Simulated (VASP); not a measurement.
Crystal: Sb.

```xyz
2
Lattice="2.1542 1.2437 3.7580 -2.1542 1.2437 3.7580 0.0000 -2.4875 3.7580" Properties=species:S:1:pos:R:3 pbc="T T T"
Sb   -0.0340   -0.0009    8.6422
Sb    0.0461   -0.1115    2.5924
```

```yaml
Program: VASP 6.6.1
Task: relaxation of the atoms
Functional: BLYP
Potentials_or_basis: VASP PAW PBE potentials, release 64 (Sb)
Cutoff: 520 eV
k_mesh: 6 × 6 × 6
Occupations: methfessel-paxton, width 0.1 eV
Spin: no spin polarisation
```

At the start: pressure 8.1 GPa; volume 30.21 Å³/atom.

Question: How do energy, volume and symmetry change on relaxing?

Answer: Over 8 steps the energy falls by 22.4 meV/atom; space group P-1 (No. 2, to 0.1 Å) before, R-3m (No. 166, to 0.1 Å).

The path:
```
step  energy change (eV)  largest force (eV/Å)  pressure (GPa)
   1              0.0000                0.7169            8.14
   2             -0.0336                0.2849            7.23
   3             -0.0403                0.1524            6.70
   4             -0.0403                0.1554            6.68
   5             -0.0425                0.1103            6.78
   6             -0.0448                0.0235            7.06
   7             -0.0448                0.0249            7.07
   8             -0.0449                0.0092            7.04
```

Final structure:
```cif
data_structure
_symmetry_space_group_name_H-M 'P 1'
_symmetry_Int_Tables_number 1
_cell_length_a 4.5067
_cell_length_b 4.5067
_cell_length_c 4.5067
_cell_angle_alpha 57.110
_cell_angle_beta 57.110
_cell_angle_gamma 57.110
_cell_volume 60.41
loop_
_atom_site_label
_atom_site_type_symbol
_atom_site_fract_x
_atom_site_fract_y
_atom_site_fract_z
_atom_site_occupancy
Sb1 Sb 0.75747 0.75518 0.77914 1
Sb2 Sb 0.22678 0.22345 0.24750 1
```

Caveat: the PAW data sets were made with another functional, which shifts forces and pressure a little.
